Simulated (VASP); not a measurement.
A run of VASP 6.6.1:

File INCAR:

```
SYSTEM = BiTe
PREC = Accurate
ENCUT = 600
EDIFF = 1E-6
ISMEAR = 0
SIGMA = 0.05
LREAL = .FALSE.
LASPH = .TRUE.
NELM = 80
ALGO = Normal
ISIF = 4
LWAVE = .FALSE.
LCHARG = .FALSE.
GGA = PE
IBRION = 2
NSW = 60
EDIFFG = -0.01
```

Contents of KPOINTS:

```
regular mesh
0
G
  8 8 6
  0 0 0
```

Contents of POSCAR:

```
BiTe
1.0
    4.1258247814      0.0000000000      0.0000000000
   -2.0629123907      3.5730690723      0.0000000000
    0.0000000000      0.0000000000      8.6463520219
Bi Te
2 2
Direct
    0.3333333333      0.6666666667      0.2500000000
    0.6666666667      0.3333333333      0.7500000000
    0.0000000000      0.0000000000      0.0000000000
    0.0000000000      0.0000000000      0.5000000000
```

Potentials or basis: VASP PAW PBE potentials, release 64 (Bi_d, Te).

Command:

```sh
$ cat potpaw_PBE.64/Bi_d/POTCAR potpaw_PBE.64/Te/POTCAR > POTCAR
$ mpirun -np 1 vasp_std > vasp.out
```

Hardware: 1 thread of Intel Xeon 8259CL (shared host).

Q: How long does it take, and how much memory?

A: Wall time 9 min on 1 thread of Intel Xeon 8259CL, on a shared host, peak memory 0.39 GiB. Counts: scf iterations 30, k points 40, ion steps 4.
